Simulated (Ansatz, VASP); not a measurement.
# Two plane-wave programs on Mg2Te3O

Contents of INCAR:

```
  ALGO = Normal
  EDIFF = 1E-7
  EDIFFG = -0.04
  ENCUT = 600
  GGA = PE
  IBRION = 2
  ISIF = 3
  ISMEAR = 0
  LASPH = T
  LCHARG = F
  LREAL = F
  LWAVE = F
  NELM = 80
  NSW = 90
  PREC = Accurate
  SIGMA = 0.1
```

File KPOINTS:

```
k-points
0
Gamma
  4 4 2
```

File POSCAR:

```
Mg2Te3O
1.0
    3.9125763400      0.0000000000      0.0000000000
    0.0000000000      3.9125763400      0.0000000000
    0.0000000000      0.0000000000      9.5376593000
Mg Te O
2 3 1
Direct
    0.0000000000      0.0000000000      0.0094770000
    0.5000000000      0.5000000000      0.4938240100
    0.0000000000      0.0000000000      0.6709480300
    0.0000000000      0.0000000000      0.3257620000
    0.5000000000      0.5000000000      0.8341779700
    0.5000000000      0.5000000000      0.1658110000
```

Input for Ansatz:

```yaml
crystal:
  lattice:
    - [3.91257634, 0.0, 0.0]
    - [0.0, 3.91257634, 0.0]
    - [0.0, 0.0, 9.5376593]
  atoms:
    - { symbol: Mg, position: [0.0, 0.0, 0.009477] }
    - { symbol: Mg, position: [0.5, 0.5, 0.49382401] }
    - { symbol: Te, position: [0.0, 0.0, 0.67094803] }
    - { symbol: Te, position: [0.0, 0.0, 0.325762] }
    - { symbol: Te, position: [0.5, 0.5, 0.83417797] }
    - { symbol: O, position: [0.5, 0.5, 0.165811] }
basis:
  ecutwfc: 420
kpoints:
  mp_grid: { grid: [4, 4, 2] }
hamiltonian:
  xc: pbe
scf:
  occupations: { method: gaussian, width: 0.1 }
  lower_state_search: "off"
output:
  forces: true
  stress: true
  eigenvalues: true
relax:
  adjacent_minimum: "off"
  f_tol: 0.04
  max_steps: 70
  cell: { stress_tol: 0.4 }
```

Change from the starting cell: species swapped into the Dy2CuAg3 type (P4mm, No. 99).

Alike in both runs: task relaxation of cell and atoms; functional PBE; k mesh 4 × 4 × 2; occupations gaussian, width 0.1 eV; no spin polarisation.

|  | VASP | Ansatz |
| --- | --- | --- |
| version | VASP 6.6.1 | Ansatz 0.2.0 |
| potentials or method | VASP PAW PBE potentials, release 64 (Mg, Te, O), cutoff 600 eV | scalar-relativistic, plane waves, PAW |
| valence electrons in the cell | 28 | 74 |

|  | VASP | Ansatz | Ansatz less VASP |
| --- | --- | --- | --- |
| gap on the k mesh at the Fermi level, each at its own relaxed structure (eV) | none | none | - |
| relaxed volume (Å³/atom) | 21.96 | 22.31 | +0.349 |
| relaxed length of the cell vector where the two differ most in proportion (Å) | 12.818 | 13.056 | +0.2380 |

A gap of «none» marks a metal or a gap that the smearing closes. VASP's potentials hold 28 valence electrons a cell and Ansatz's 74, so a difference there can come from the potentials and not from the codes.

The k mesh is coarse, so the values compare programs but aren't converged. Neither program's run includes spin-orbit coupling.
